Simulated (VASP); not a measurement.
# GaN (P6_3mc) in VASP: notebook

GaN is run at these levels: r2SCAN, BLYP+D3(BJ), revPBE+D3(BJ); tasks: relaxation of shape and atoms at fixed volume, single point.

Everything below comes from runs of VASP 6.6.1. Logs are shortened: lines on timing, memory, paths and dates and some standing lists are left out, and cuts for length are marked.

**What was measured.**

From “Studying electronic properties in GaN without electrical contacts using γ-γ vs e−-γ Perturbed Angular Correlations”, 2019, pmc:6823545, for a bulk crystal of GaN: band gap 3.503 ± 0.005 eV (direct).

How close the calculation comes is told below.

### Step 1. The cell of the first run

Symmetry: P6_3mc, No. 186, hexagonal system. The conventional cell has a = 3.140 Å, b = 3.140 Å, c = 5.114 Å, α = 90.00°, β = 90.00°, γ = 120.00°. Ga (site symmetry 3m) has 4 N at 1.92 to 1.93 Å within 2.5 Å. N (site symmetry 3m) has 4 Ga at 1.92 to 1.93 Å within 2.5 Å.

### Step 2. Relaxation of shape and atoms at fixed volume, r2SCAN (volume scaled by 0.96)

Input file POSCAR:

```
GaN
1.0
    3.1398138206      0.0000000001      0.0000000000
   -1.5699069104      2.7191585317      0.0000000000
    0.0000000000      0.0000000000      5.1143778800
Ga N
2 2
Direct
    0.3333333333      0.6666666667     -0.0008277438
    0.6666666667      0.3333333333      0.4991722562
    0.3333333333      0.6666666667      0.3758277438
    0.6666666667      0.3333333333      0.8758277438
```

Input file INCAR.step1:

```
SYSTEM = GaN
PREC = Accurate ; ENCUT = 600
ISMEAR = 0 ; SIGMA = 0.05
LREAL = .False. ; LASPH = .True.
NELM = 60 ; GGA = PE
ALGO = Normal ; EDIFF = 1E-4
LWAVE = .True. ; LCHARG = .False.
```

Input file INCAR.step2:

```
SYSTEM = GaN
PREC = Accurate ; ENCUT = 600
EDIFF = 1E-6 ; ISMEAR = 0
SIGMA = 0.05 ; LREAL = .False.
LASPH = .True. ; NELM = 60
ALGO = Normal ; ISIF = 4
LWAVE = .False. ; LCHARG = .False.
METAGGA = R2SCAN ; LMIXTAU = .True.
IBRION = 2 ; NSW = 60
EDIFFG = -0.01 ; ISTART = 1
```

Input file KPOINTS:

```
regular mesh
0
Gamma
  8 8 6
  0 0 0
```

Potentials or basis: VASP PAW PBE potentials, release 64 (Ga_d, N).

Launch:

```
> cat potpaw_PBE.64/Ga_d/POTCAR potpaw_PBE.64/N/POTCAR > POTCAR
> cp INCAR.step1 INCAR
> mpirun -np 1 vasp_std > vasp.out
> cp INCAR.step2 INCAR
> mpirun -np 1 vasp_std > vasp.out
```

OUTCAR:

```text
SYSTEM = GaN
   PREC = Accurate
   ENCUT = 600
   EDIFF = 1E-6
   ISMEAR = 0
   LREAL = .False.
   LASPH = .True.
   NELM = 60
   ISIF = 4
   METAGGA = R2SCAN
   IBRION = 2
   NSW = 60
   EDIFFG = -0.01
   ISTART = 1

 ion  position               nearest neighbor table
   1  0.333  0.667  0.999-   4 1.92   4 1.92   4 1.92   3 1.93
   2  0.667  0.333  0.499-   3 1.92   3 1.92   3 1.92   4 1.93
   3  0.333  0.667  0.376-   2 1.92   2 1.92   2 1.92   1 1.93
   4  0.667  0.333  0.876-   1 1.92   1 1.92   1 1.92   2 1.93

  LATTYP: Found a hexagonal cell.
 ALAT       =     3.1398138206
 C/A-ratio  =     1.6288793452

  Lattice vectors:

 A1 = (   3.1398138206,   0.0000000001,   0.0000000000)
 A2 = (  -1.5699069104,   2.7191585317,   0.0000000000)
 A3 = (   0.0000000000,   0.0000000000,   5.1143778800)

Analysis of symmetry for initial positions (statically):
=====================================================================
 Subroutine PRICEL returns:
 Original cell was already a primitive cell.

 Routine SETGRP: Setting up the symmetry group for a
 hexagonal supercell.

 Subroutine GETGRP returns: Found 12 space group operations
 (whereof  6 operations were pure point group operations)
 out of a pool of 24 trial point group operations.

The static configuration has the point symmetry C_3v.
 The point group associated with its full space group is C_6v.

Analysis of symmetry for dynamics (positions and initial velocities):
=====================================================================
 Subroutine PRICEL returns:
 Original cell was already a primitive cell.

 Routine SETGRP: Setting up the symmetry group for a
 hexagonal supercell.

 Subroutine GETGRP returns: Found 12 space group operations
 (whereof  6 operations were pure point group operations)
 out of a pool of 24 trial point group operations.

The dynamic configuration has the point symmetry C_3v.
 The point group associated with its full space group is C_6v.

 Subroutine INISYM returns: Found 12 space group operations
 (whereof  6 operations are pure point group operations),
 and found     1 'primitive' translations

----------------------------------------------------------------------------------------

                                     Primitive cell

  volume of cell :      43.6648

  direct lattice vectors                    reciprocal lattice vectors
     3.139813821  0.000000000  0.000000000     0.318490222  0.183880415  0.000000000
    -1.569906910  2.719158532  0.000000000    -0.000000000  0.367760831  0.000000000
     0.000000000  0.000000000  5.114377880     0.000000000  0.000000000  0.195527203

  length of vectors
     3.139813821  3.139813821  5.114377880     0.367760831  0.367760831  0.195527203

  position of ions in fractional coordinates (direct lattice)
     0.333333333  0.666666667  0.999172256
     0.666666667  0.333333333  0.499172256
     0.333333333  0.666666667  0.375827744
     0.666666667  0.333333333  0.875827744

  ion indices of the primitive-cell ions
   primitive index   ion index
                 1           1
                 2           2
                 3           3
                 4           4

----------------------------------------------------------------------------------------

 KPOINTS: regular mesh

Automatic generation of k-mesh.
 Grid dimensions read from file:
 generate k-points for:    8    8    6

 Generating k-lattice:

  Cartesian coordinates                     Fractional coordinates (reciprocal lattice)
     0.039811278  0.022985052  0.000000000     0.125000000 -0.000000000  0.000000000
    -0.000000000  0.045970104  0.000000000     0.000000000  0.125000000  0.000000000
     0.000000000  0.000000000  0.032587867     0.000000000  0.000000000  0.166666667

  Length of vectors
     0.045970104  0.045970104  0.032587867

  Shift w.r.t. Gamma in fractional coordinates (k-lattice)
     0.000000000  0.000000000  0.000000000

 Subroutine IBZKPT returns following result:
 ===========================================

 Found     40 irreducible k-points:

[... 53 lines left out ...]
      1     -10.5072      2.00000
      2     -10.2534      2.00000
      3      -8.2270      2.00000
      4      -8.1956      2.00000
      5      -8.0723      2.00000
      6      -8.0219      2.00000
[... 14 lines left out ...]
     21      12.2526      0.00000
     22      15.2698      0.00000

 k-point     6 :       0.1250    0.1250    0.0000
  band No.  band energies     occupation
      1     -11.1708      2.00000
      2     -10.3643      2.00000
      3      -8.2475      2.00000
      4      -8.2379      2.00000
      5      -8.1589      2.00000
      6      -8.1572      2.00000
[... 14 lines left out ...]
     21      14.3388      0.00000
     22      14.4129      0.00000

 k-point     7 :       0.2500    0.1250    0.0000
  band No.  band energies     occupation
      1     -10.7723      2.00000
      2     -10.2860      2.00000
      3      -8.2285      2.00000
      4      -8.1976      2.00000
      5      -8.0932      2.00000
      6      -8.0629      2.00000
[... 324 lines left out ...]
      6      -8.0182      2.00000
[... 14 lines left out ...]
     21      14.1398      0.00000
     22      14.4929      0.00000

 k-point    21 :       0.0000    0.0000    0.3333
  band No.  band energies     occupation
      1     -11.2938      2.00000
      2     -10.7056      2.00000
      3      -8.2810      2.00000
      4      -8.2809      2.00000
      5      -8.2420      2.00000
      6      -8.2420      2.00000
[... 14 lines left out ...]
     21      15.1172      0.00000
     22      15.5453      0.00000

 k-point    22 :       0.1250    0.0000    0.3333
  band No.  band energies     occupation
      1     -11.1518      2.00000
      2     -10.6244      2.00000
      3      -8.2648      2.00000
      4      -8.2519      2.00000
      5      -8.2240      2.00000
      6      -8.2080      2.00000
[... 14 lines left out ...]
     21      14.4285      0.00000
     22      15.0047      0.00000

 k-point    23 :       0.2500    0.0000    0.3333
  band No.  band energies     occupation
      1     -10.8174      2.00000
      2     -10.4509      2.00000
      3      -8.2336      2.00000
      4      -8.1905      2.00000
      5      -8.1825      2.00000
      6      -8.1273      2.00000
[... 14 lines left out ...]
     21      13.6813      0.00000
     22      14.6193      0.00000

 k-point    24 :       0.3750   -0.0000    0.3333
  band No.  band energies     occupation
      1     -10.5146      2.00000
      2     -10.3167      2.00000
      3      -8.2340      2.00000
      4      -8.1649      2.00000
      5      -8.1490      2.00000
      6      -8.0539      2.00000
[... 14 lines left out ...]
     21      13.8883      0.00000
     22      14.5937      0.00000

 [... further k-points ...]

------------------------ aborting loop because EDIFF is reached ----------------------------------------

  FORCE on cell =-STRESS in cart. coord.  units (eV):
  Direction    XX          YY          ZZ          XY          YZ          ZX
  --------------------------------------------------------------------------------------
  -------------------------------------------------------------------------------------
  Total        2.7430538      2.7430538      2.7380052     -0.0000000     -0.0000000      0.0000000
  in kB      100.6499751    100.6499751    100.4647275     -0.0000000     -0.0000000      0.0000000
  external PRESSURE =     100.5882259 kB  Pullay stress =       0.0000000 kB

 VOLUME and BASIS-vectors are now :
 -----------------------------------------------------------------------------
  energy-cutoff  :      600.00
  volume of cell :       43.66
      direct lattice vectors                 reciprocal lattice vectors
     3.139813821  0.000000000  0.000000000     0.318490222  0.183880415  0.000000000
    -1.569906910  2.719158532  0.000000000    -0.000000000  0.367760831  0.000000000
     0.000000000  0.000000000  5.114377880     0.000000000  0.000000000  0.195527203

 POSITION                                       TOTAL-FORCE (eV/Angst)
 -----------------------------------------------------------------------------------
     -0.00000      1.81277      5.11014        -0.000000      0.000000      0.007489
      1.56991      0.90639      2.55296         0.000000     -0.000000      0.007489
     -0.00000      1.81277      1.92213         0.000000     -0.000000     -0.007489
      1.56991      0.90639      4.47931         0.000000     -0.000000     -0.007489
 -----------------------------------------------------------------------------------
    total drift:                                0.000000      0.000001      0.005311

  FREE ENERGIE OF THE ION-ELECTRON SYSTEM (eV)
  ---------------------------------------------------
  free  energy   TOTEN  =       -43.7591800964 eV

  energy  without entropy=      -43.7591800964  energy(sigma->0) =      -43.75918010

 reached required accuracy - stopping structural energy minimisation
```

Wall time 4.4 min (1 thread of Intel Xeon Platinum 8259CL at 2.50GHz (Skylake/Cascade Lake), shared host); peak memory 0.21 GiB.

Results:

```yaml
Free_energy: -43.7592 eV
Pressure_after_relaxing: 10.1 GPa
Largest_force_after_relaxing: 0.007 eV/Å
Band_gap_on_the_k_mesh: 2.63 eV, direct
```

Forces on the atoms (eV/Å):
```
Ga   0.000  0.000  0.007
Ga   0.000  0.000  0.007
N    0.000  0.000 -0.007
N    0.000  0.000 -0.007
```

Final structure:
```
Ga N
1.0
     3.13981    0.00000    0.00000
    -1.56991    2.71916    0.00000
     0.00000    0.00000    5.11438
Ga N
2 2
Direct
  0.33333 0.66667 0.99917
  0.66667 0.33333 0.49917
  0.33333 0.66667 0.37583
  0.66667 0.33333 0.87583
```

Levels at points of the mesh, in eV from the valence-band top:
```csv
k point,band 15,band 16,band 17,band 18,band 19,band 20,band 21,band 22
"(0.00, 0.00, 0.00)",-1.12,-0.04,0.00,0.00,2.63,5.10,10.21,10.84
"(0.50, 0.00, 0.00)",-4.49,-2.99,-2.37,-1.09,5.71,6.35,6.69,9.71
"(0.00, 0.00, 0.50)",-0.57,-0.57,-0.57,-0.57,5.04,5.04,9.41,9.41
"(0.50, 0.00, 0.50)",-2.11,-2.11,-2.05,-2.05,5.03,5.03,8.68,8.68
```

Caveat: the relaxation stopped at its first step, so nothing moved; the PAW data sets were made with another functional, which shifts forces and pressure a little.

[end of part 1 of 2]
